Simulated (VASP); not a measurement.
Set up this calculation in VASP 6.6.1, as the native input.

```
Task                   : single point
Functional             : PBE
Potentials or basis    : VASP PAW PBE potentials, release 64 (Cd)
Cutoff                 : 520 eV
k mesh                 : 24 × 24 × 10
Occupations            : gaussian, width 0.15 eV
Spin                   : no spin polarisation
Dipole correction      : no
Further INCAR settings : ALGO = Fast; EDIFF = 1e-06; NBANDS = 19
```

The structure of Cd lies in POSCAR:

```
Cd
1.0
    3.0196840522      0.0000000000      0.0000000000
   -1.5098420261      2.6151231006      0.0000000000
    0.0000000000      0.0000000000      5.4668291265
Cd
2
Direct
    0.3333333333      0.6666666667      0.2500000000
    0.6666666667      0.3333333333      0.7500000000
```

This cell differs from its parent crystal: ratio of the length along z to the lengths across it x 0.96, volume and fractional coordinates fixed.

These files were run (other wordings do the same):

INCAR

```
PREC = Accurate ; ENCUT = 520
EDIFF = 1E-6 ; ISMEAR = 0
SIGMA = 0.15 ; LREAL = False
LASPH = True ; NELM = 60
ALGO = Fast ; ISIF = 2
LWAVE = False ; LCHARG = False
GGA = PE ; NBANDS = 19
```

KPOINTS

```
Automatic mesh
0
Gamma
  24 24 10
```

Potentials or basis: VASP PAW PBE potentials, release 64 (Cd).

The run is started by

```bash
$ cat potpaw_PBE.64/Cd/POTCAR > POTCAR
$ mpirun -np 1 vasp_std > vasp.out
```

Results of the run:

- Pressure: 2.8 GPa
- Band gap on the k mesh: zero (bands 12 and 13 overlap by 3.79 eV)

Wall time 3.5 min on 1 thread of AMD EPYC 9755 128-Core Processor, with other jobs on the host, peak memory 0.31 GiB.
